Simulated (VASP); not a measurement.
# TaNi3 (Fmmm) in VASP: single point with LDA+U

Aim: the single point of TaNi3 with LDA+U.

Everything below comes from runs of VASP 6.6.1. Logs are shortened: lines on timing, memory, paths and dates and some standing lists are left out, and cuts for length are marked.

**1. The cell of the first run**

It takes space group Fmmm (No. 69, orthorhombic). The conventional cell has a = 5.093 Å, b = 5.102 Å, c = 7.409 Å, α = 90.00°, β = 90.00°, γ = 90.00°. Ta (site symmetry mmm) has 12 Ni at 2.55 to 2.58 Å within 3.4 Å. Within 3.4 Å of Ni (site symmetry mmm) lie 4 Ta at 2.55 Å and 8 Ni at 2.58 Å. Ni (site symmetry 222) has 8 Ni at 2.55 to 2.58 Å and 4 Ta at 2.58 Å within 3.4 Å.

**2. Single point, LDA+U, collinear spin, ferromagnetic start**

POSCAR reads:

```
TaNi3
1.0
    0.0000000000      2.5511481569      3.7045443348
    2.5463897099      0.0000000000      3.7045443348
    2.5463897099      2.5511481569      0.0000000000
Ta Ni
1 3
Direct
    0.0000000000      0.0000000000      0.0000000000
    0.5000000000      0.5000000000      0.5000000000
    0.2500000000      0.2500000000      0.2500000000
    0.7500000000      0.7500000000      0.7500000000
```

INCAR.step1 reads:

```
SYSTEM = TaNi3
PREC = Accurate
ENCUT = 520
EDIFF = 1E-6
ISMEAR = -1
SIGMA = 0.05
LREAL = .False.
LASPH = .True.
NELM = 150
ALGO = Normal
ISIF = 2
LWAVE = .False.
LCHARG = .True.
ISPIN = 2
MAGMOM = 0.6 1.5 1.5 1.5
LMAXMIX = 4
LDAU = .True.
LDAUTYPE = 2
LDAUL = 2 2
LDAUU = 4 4
LDAUJ = 0 0
LDAUPRINT = 1
GGA = CA
NBANDS = 32
```

KPOINTS.step1 reads:

```
regular mesh
0
Gamma
  8 8 8
  0 0 0
```

INCAR.step2 reads:

```
SYSTEM = TaNi3
PREC = Accurate
ENCUT = 520
EDIFF = 1E-6
ISMEAR = -5
SIGMA = 0.05
LREAL = .False.
LASPH = .True.
NELM = 150
ALGO = Normal
ISIF = 2
LWAVE = .False.
LCHARG = .False.
ISPIN = 2
MAGMOM = 0.6 1.5 1.5 1.5
LORBIT = 11
LMAXMIX = 4
LDAU = .True.
LDAUTYPE = 2
LDAUL = 2 2
LDAUU = 4 4
LDAUJ = 0 0
LDAUPRINT = 1
GGA = CA
NEDOS = 1001
ICHARG = 11
```

KPOINTS.step2 reads:

```
regular mesh
0
Gamma
  12 12 12
  0 0 0
```

Potentials or basis: VASP PAW LDA potentials, release 64 (Ta_pv, Ni).

The run is started by

```sh
cat potpaw_LDA.64/Ta_pv/POTCAR potpaw_LDA.64/Ni/POTCAR > POTCAR
cp INCAR.step1 INCAR
cp KPOINTS.step1 KPOINTS
mpirun -np 1 vasp_std > vasp.out
cp INCAR.step2 INCAR
cp KPOINTS.step2 KPOINTS
mpirun -np 1 vasp_std > vasp.out
```

OUTCAR:

```text
SYSTEM = TaNi3
   PREC = Accurate
   ENCUT = 520
   EDIFF = 1E-6
   ISMEAR = -5
   LREAL = .False.
   LASPH = .True.
   NELM = 150
   ISIF = 2
   ISPIN = 2
   LORBIT = 11
   GGA = CA
   ICHARG = 11

 ion  position               nearest neighbor table
   1  0.000  0.000  0.000-   2 2.55   2 2.55   2 2.55   2 2.55   3 2.58   4 2.58   4 2.58   3 2.58
                             3 2.58   4 2.58   4 2.58   3 2.58
   2  0.500  0.500  0.500-   1 2.55   1 2.55   1 2.55   1 2.55   4 2.58   3 2.58   3 2.58   3 2.58
                             4 2.58   4 2.58   3 2.58   4 2.58
   3  0.250  0.250  0.250-   4 2.55   4 2.55   4 2.55   4 2.55   2 2.58   1 2.58   1 2.58   2 2.58
                             1 2.58   2 2.58   2 2.58   1 2.58
   4  0.750  0.750  0.750-   3 2.55   3 2.55   3 2.55   3 2.55   1 2.58   2 2.58   2 2.58   1 2.58
                             1 2.58   2 2.58   1 2.58   2 2.58

  LATTYP: Found a face centered orthorhombic cell.
 ALAT       =     5.0927794198
 B/A-ratio  =     1.0018687034
 C/A-ratio  =     1.4548222216

  Lattice vectors:

 A1 = (   0.0000000000,   2.5511481569,   3.7045443348)
 A2 = (   2.5463897099,   0.0000000000,   3.7045443348)
 A3 = (   2.5463897099,   2.5511481569,   0.0000000000)

Analysis of symmetry for initial positions (statically):
=====================================================================
 Subroutine PRICEL returns:
 Original cell was already a primitive cell.

 Routine SETGRP: Setting up the symmetry group for a
 face centered orthorhombic supercell.

 Subroutine GETGRP returns: Found  8 space group operations
 (whereof  8 operations were pure point group operations)
 out of a pool of  8 trial point group operations.

The static configuration has the point symmetry D_2h.

Analysis of symmetry for dynamics (positions and initial velocities):
=====================================================================
 Subroutine PRICEL returns:
 Original cell was already a primitive cell.

 Routine SETGRP: Setting up the symmetry group for a
 face centered orthorhombic supercell.

 Subroutine GETGRP returns: Found  8 space group operations
 (whereof  8 operations were pure point group operations)
 out of a pool of  8 trial point group operations.

The dynamic configuration has the point symmetry D_2h.

Analysis of structural, dynamic, and magnetic symmetry:
=====================================================================
 Subroutine PRICEL returns:
 Original cell was already a primitive cell.

 Routine SETGRP: Setting up the symmetry group for a
 face centered orthorhombic supercell.

 Subroutine GETGRP returns: Found  8 space group operations
 (whereof  8 operations were pure point group operations)
 out of a pool of  8 trial point group operations.

The overall configuration has the point symmetry D_2h.

 Subroutine INISYM returns: Found  8 space group operations
 (whereof  8 operations are pure point group operations),
 and found     1 'primitive' translations

----------------------------------------------------------------------------------------

                                     Primitive cell

  volume of cell :      48.1311

  direct lattice vectors                    reciprocal lattice vectors
     0.000000000  2.551148157  3.704544335    -0.196356433  0.195990185  0.134969366
     2.546389710  0.000000000  3.704544335     0.196356433 -0.195990185  0.134969366
     2.546389710  2.551148157  0.000000000     0.196356433  0.195990185 -0.134969366

  length of vectors
     4.498000183  4.495303025  3.604505163     0.308520228  0.308520228  0.308520228

  position of ions in fractional coordinates (direct lattice)
     0.000000000  0.000000000  0.000000000
     0.500000000  0.500000000  0.500000000
     0.250000000  0.250000000  0.250000000
     0.750000000  0.750000000  0.750000000

  ion indices of the primitive-cell ions
   primitive index   ion index
                 1           1
                 2           2
                 3           3
                 4           4

----------------------------------------------------------------------------------------

 KPOINTS: regular mesh

Automatic generation of k-mesh.
 Grid dimensions read from file:
 generate k-points for:   12   12   12

 Generating k-lattice:

  Cartesian coordinates                     Fractional coordinates (reciprocal lattice)
    -0.016363036  0.016332515  0.011247447     0.083333333 -0.000000000 -0.000000000
     0.016363036 -0.016332515  0.011247447     0.000000000  0.083333333  0.000000000
     0.016363036  0.016332515 -0.011247447    -0.000000000  0.000000000  0.083333333

  Length of vectors
     0.025710019  0.025710019  0.025710019

  Shift w.r.t. Gamma in fractional coordinates (k-lattice)
     0.000000000  0.000000000  0.000000000

 TETIRR: Found   1476 inequivalent tetrahedra from    10368

 Subroutine IBZKPT returns following result:
 ===========================================

 Found    280 irreducible k-points:

 Following reciprocal coordinates:
            Coordinates               Weight
  0.000000  0.000000  0.000000      1.000000
  0.083333  0.000000  0.000000      8.000000
  0.166667 -0.000000 -0.000000      8.000000
  0.250000 -0.000000 -0.000000      8.000000
  0.333333 -0.000000 -0.000000      8.000000
  0.416667  0.000000 -0.000000      8.000000
[... 16 lines left out ...]
  0.500000  0.166667 -0.000000      8.000000
 -0.416667  0.166667 -0.000000      8.000000
 [... further k-points ...]
   k-points           NKPTS =    280   k-points in BZ     NKDIM =    280   number of bands    NBANDS=     27
   number of dos      NEDOS =   1001   number of ions     NIONS =      4
   total plane-waves  NPLWV =  36288
   dimension x,y,z NGX =    36 NGY =   36 NGZ =   28
   dimension x,y,z NGXF=    72 NGYF=   72 NGZF=   56
   ions per type =               1   3
   NGX,Y,Z   is equivalent  to a cutoff of  13.31, 13.31, 12.91 a.u.
   NGXF,Y,Z  is equivalent  to a cutoff of  26.61, 26.63, 25.83 a.u.
 SYSTEM =  TaNi3
   PREC   = accura    normal or accurate (medium, high low for compatibility)
   ISTART =      0    job   : 0-new  1-cont  2-samecut
   ICHARG =     11    charge: 1-file 2-atom 10-const
   ISPIN  =      2    spin polarized calculation?
   LNONCOLLINEAR =      F non collinear calculations
   LSORBIT =      F    spin-orbit coupling
   LASPH  =      T    aspherical Exc in radial PAW
   ENCUT  =  520.0 eV  38.22 Ry    6.18 a.u.   8.36  8.36  6.70*2*pi/ulx,y,z
   NELM   =    150;   NELMIN=  2; NELMDL=  0     # of ELM steps
   EDIFF  = 0.1E-05   stopping-criterion for ELM
   LREAL  =      F    real-space projection
   EDIFFG = 0.1E-04   stopping-criterion for IOM
   NSW    =      0    number of steps for IOM
   IBRION =     -1    ionic relax: 0-MD 1-quasi-New 2-CG
   NFREE  =      0    steps in history (QN), initial steepest desc. (CG)
   ISIF   =      2    stress and relaxation
   ISYM   =      2    0-nonsym 1-usesym 2-fastsym
   POTIM  = 0.5000    time-step for ionic-motion
   TEBEG  =    0.0;   TEEND  =   0.0 temperature during run
   PSTRESS=    0.0 pullay stress
   NELECT =      41.0000    total number of electrons
   NUPDOWN=      -1.0000    fix difference up-down
   EMIN   =  10.00;   EMAX   =-10.00  energy-range for DOS
   EFERMI =   0.00;   METHOD = LEGACY
   ISMEAR =    -5;   SIGMA  =   0.05  broadening in eV -4-tet -1-fermi 0-gaus
   EFERMI_NEDOS =   21; number of points for ismear=-14 and -15
   IALGO  =     38    algorithm
   IMIX   =      4    mixing-type and parameters
     AMIX     =   0.40;   BMIX     =  1.00
     AMIX_MAG =   1.60;   BMIX_MAG =  1.00
  volume/ion in A,a.u.               =      12.03        81.20
  Fermi-wavevector in a.u.,A,eV,Ry     =   1.551890  2.932647 32.767772  2.408363
  Thomas-Fermi vector in A             =   2.656344
   LORBIT       =     11    0 simple, 1 ext, 2 COOP (PROOUT), +10 PAW based schemes
 LDA+U is selected, type is set to LDAUTYPE =  2
   angular momentum for each species LDAUL =     2    2
   U (eV)           for each species LDAUU =   4.0  4.0
   J (eV)           for each species LDAUJ =   0.0  0.0
   GGA     = CA    functional components
   LHFCALC =     F    Hartree Fock is set to
   AEXX    =    0.0000 exact exchange contribution
   IVDW    =     0    specifies the selected vdW correction
   LEPSILON=     F    determine dielectric tensor
   LRPA    =     F    only Hartree local field effects (RPA)
 spin polarized calculation
 Fermi weights with tetrahedron method with Bloechl corrections
  energy-cutoff  :      520.00
  volume of cell :       48.13
 maximum number of plane-waves:      1321
 NGX is ok and might be reduce to    36

atom =   1  type =  1  l = 2

 onsite density matrix

spin component  1

  0.1823 -0.0000  0.0000 -0.0000 -0.0000
 -0.0000  0.2429  0.0000  0.0000  0.0000
  0.0000  0.0000  0.1719  0.0000 -0.0004
 -0.0000  0.0000  0.0000  0.2429 -0.0000
 -0.0000  0.0000 -0.0004 -0.0000  0.2090
[... 110 lines left out ...]
  o =  0.8193  v =  0.0000  0.0000  0.0000  0.0000  0.0000  0.0000  0.0000  0.0018  0.0000  1.0000      0.0000  0.0000  0.0000  0.0000  0.0000  0.0000  0.0000  0.0000  0.0000  0.0000
  o =  0.8194  v =  0.0000  0.0000  0.0018  0.0000  1.0000  0.0000  0.0000  0.0000  0.0000  0.0000      0.0000  0.0000  0.0000  0.0000  0.0000  0.0000  0.0000  0.0000  0.0000  0.0000
  o =  0.8585  v =  0.0000  0.0000  0.0000  0.0000  0.0000  0.0000  0.0000  1.0000 -0.0000 -0.0018      0.0000  0.0000  0.0000  0.0000  0.0000  0.0000  0.0000  0.0000  0.0000  0.0000
  o =  0.8585  v =  0.0000  0.0000  1.0000 -0.0000 -0.0018  0.0000  0.0000  0.0000  0.0000  0.0000      0.0000  0.0000  0.0000  0.0000  0.0000  0.0000  0.0000  0.0000  0.0000  0.0000
  o =  0.8672  v =  0.0000  0.0000  0.0000  0.0000  0.0000  0.0000 -1.0000  0.0000  0.0000  0.0000      0.0000  0.0000  0.0000  0.0000  0.0000  0.0000  0.0000  0.0000  0.0000  0.0000
  o =  0.8672  v =  0.0000 -1.0000  0.0000 -0.0000  0.0000  0.0000  0.0000  0.0000  0.0000  0.0000      0.0000  0.0000  0.0000  0.0000  0.0000  0.0000  0.0000  0.0000  0.0000  0.0000
  o =  0.8674  v =  0.0000  0.0000  0.0000  0.0000  0.0000  0.0000  0.0000  0.0000  1.0000 -0.0000      0.0000  0.0000  0.0000  0.0000  0.0000  0.0000  0.0000  0.0000  0.0000  0.0000
  o =  0.8675  v =  0.0000 -0.0000  0.0000  1.0000 -0.0000  0.0000  0.0000  0.0000  0.0000  0.0000      0.0000  0.0000  0.0000  0.0000  0.0000  0.0000  0.0000  0.0000  0.0000  0.0000
  o =  0.9028  v =  0.0000  0.0000  0.0000  0.0000  0.0000  1.0000  0.0000  0.0000  0.0000  0.0000      0.0000  0.0000  0.0000  0.0000  0.0000  0.0000  0.0000  0.0000  0.0000  0.0000
  o =  0.9028  v =  1.0000  0.0000  0.0000  0.0000  0.0000  0.0000  0.0000  0.0000  0.0000  0.0000      0.0000  0.0000  0.0000  0.0000  0.0000  0.0000  0.0000  0.0000  0.0000  0.0000

 number of electron      40.9999992 magnetization       0.0002057

 Free energy of the ion-electron system (eV)
  ---------------------------------------------------
  ext. energy  EPLUGINS =         0.00000000
  ---------------------------------------------------
  free energy    TOTEN  =       -23.18547916 eV

  energy without entropy =      -23.18547916  energy(sigma->0) =      -23.18547916

 E-fermi :   8.5113     XC(G=0): -13.5784

 val. band max:        8.6894000444   @ k =   0.5000   0.0000   0.5000
 cond. band min:       8.4995709777   @ k =   0.4167   0.0000   0.3333
 fundamental gap:     -0.1898290667
 Fermi energy:         8.5112811990

 spin component 1

 k-point     1 :       0.0000    0.0000    0.0000
  band No.  band energies     occupation
      1     -27.0687      1.00000
      2     -27.0676      1.00000
      3     -27.0335      1.00000
      4      -0.4673      1.00000
      5       3.3188      1.00000
      6       3.9731      1.00000
[... 1433 lines left out ...]
     26      11.9515      0.00000
     27      16.9045      0.00000

 [... further k-points ...]
[... 5 lines left out ...]
  --------------------------------------------------------------------------------------
  -------------------------------------------------------------------------------------
  Total       -4.2003759     -4.3197470     -4.0720559      0.0000000      0.0000000      0.0000000
  in kB     -139.8213201   -143.7949218   -135.5498277      0.0000000      0.0000000      0.0000000
  external PRESSURE =    -139.7220232 kB  Pullay stress =       0.0000000 kB

 VOLUME and BASIS-vectors are now :
 -----------------------------------------------------------------------------
  energy-cutoff  :      520.00
  volume of cell :       48.13
      direct lattice vectors                 reciprocal lattice vectors
     0.000000000  2.551148157  3.704544335    -0.196356433  0.195990185  0.134969366
     2.546389710  0.000000000  3.704544335     0.196356433 -0.195990185  0.134969366
     2.546389710  2.551148157  0.000000000     0.196356433  0.195990185 -0.134969366

 POSITION                                       TOTAL-FORCE (eV/Angst)
 -----------------------------------------------------------------------------------
      0.00000      0.00000      0.00000         0.000000     -0.000000     -0.000000
      2.54639      2.55115      3.70454         0.000000     -0.000000     -0.000000
      1.27319      1.27557      1.85227         0.000000     -0.000000      0.000000
      3.81958      3.82672      5.55682        -0.000000      0.000000     -0.000000
 -----------------------------------------------------------------------------------
    total drift:                                0.000000      0.000000      0.000000

  FREE ENERGIE OF THE ION-ELECTRON SYSTEM (eV)
  ---------------------------------------------------
  free  energy   TOTEN  =       -23.1854791644 eV

  energy  without entropy=      -23.1854791644  energy(sigma->0) =      -23.18547916

 total charge

# of ion       s       p       d       tot
------------------------------------------
    1        0.416   6.217   2.056   8.690
    2        0.538   0.492   8.633   9.662
    3        0.511   0.521   8.596   9.629
    4        0.511   0.521   8.596   9.629
--------------------------------------------------
tot          1.976   7.751  27.882  37.609

 magnetization (x)

# of ion       s       p       d       tot
------------------------------------------
    1       -0.000  -0.000  -0.000  -0.000
    2        0.000  -0.000  -0.000  -0.000
    3       -0.000  -0.000   0.000   0.000
    4       -0.000  -0.000   0.000   0.000
--------------------------------------------------
tot         -0.000  -0.000   0.000   0.000
```

Wall time 15 min (1 thread of Oxide Virtual Turin-like, shared host); peak memory 0.54 GiB.

Results:

```yaml
Net_moment: 0.00 μB per cell
Valence_electrons_inside_the_program's_atomic_spheres: Ta 8.69; Ni 9.66, 9.63 (each value once)
```

Levels at points of the mesh, in eV from the Fermi level:
Spin up:
| k point | band 18 | band 19 | band 20 | band 21 | band 22 | band 23 |
| --- | --- | --- | --- | --- | --- | --- |
| (0.00, 0.00, 0.00) | -1.40 | -0.49 | 1.12 | 1.28 | 1.33 | 1.33 |
| (0.50, 0.00, 0.00) | -1.79 | -1.11 | -1.05 | -0.76 | 0.46 | 2.11 |
| (0.50, 0.50, 0.00) | -1.26 | -1.12 | -0.49 | 1.70 | 2.64 | 3.02 |
| (0.50, 0.00, 0.50) | -1.52 | -1.02 | 0.18 | 0.40 | 0.91 | 1.00 |
| (0.00, 0.50, 0.50) | -1.52 | -1.02 | 0.16 | 0.38 | 0.89 | 1.03 |
Spin down:
```csv
k point,band 17,band 18,band 19,band 20,band 21,band 22,band 23,band 24
"(0.00, 0.00, 0.00)",-1.67,-1.40,-0.49,1.12,1.28,1.33,1.33,2.45
"(0.50, 0.00, 0.00)",-1.85,-1.79,-1.11,-1.05,-0.76,0.46,2.11,2.45
"(0.50, 0.50, 0.00)",-1.26,-1.26,-1.12,-0.49,1.70,2.64,3.02,3.02
"(0.50, 0.00, 0.50)",-1.71,-1.52,-1.02,0.18,0.40,0.91,1.00,1.44
"(0.00, 0.50, 0.50)",-1.71,-1.52,-1.02,0.16,0.38,0.89,1.03,1.44
```

Eigenvalues of the final occupation matrices:
| site | spin | trace | eigenvalues |
| --- | --- | --- | --- |
| site 1 d | 1 | 1.05 | 0.17 0.18 0.21 0.24 0.24 |
| site 1 d | 2 | 1.05 | 0.17 0.18 0.21 0.24 0.24 |
| site 2 d | 1 | 4.33 | 0.85 0.86 0.86 0.87 0.89 |
| site 2 d | 2 | 4.33 | 0.85 0.86 0.86 0.87 0.89 |
| site 3 d | 1 | 4.32 | 0.82 0.86 0.87 0.87 0.90 |
| site 3 d | 2 | 4.32 | 0.82 0.86 0.87 0.87 0.90 |
| site 4 d | 1 | 4.32 | 0.82 0.86 0.87 0.87 0.90 |
| site 4 d | 2 | 4.32 | 0.82 0.86 0.87 0.87 0.90 |

Caveat: spin-orbit coupling is left out, which moves the levels of the heavy elements; the U is typed as a test and isn't derived for this compound; tetrahedron occupations give inexact forces and stress in metals.
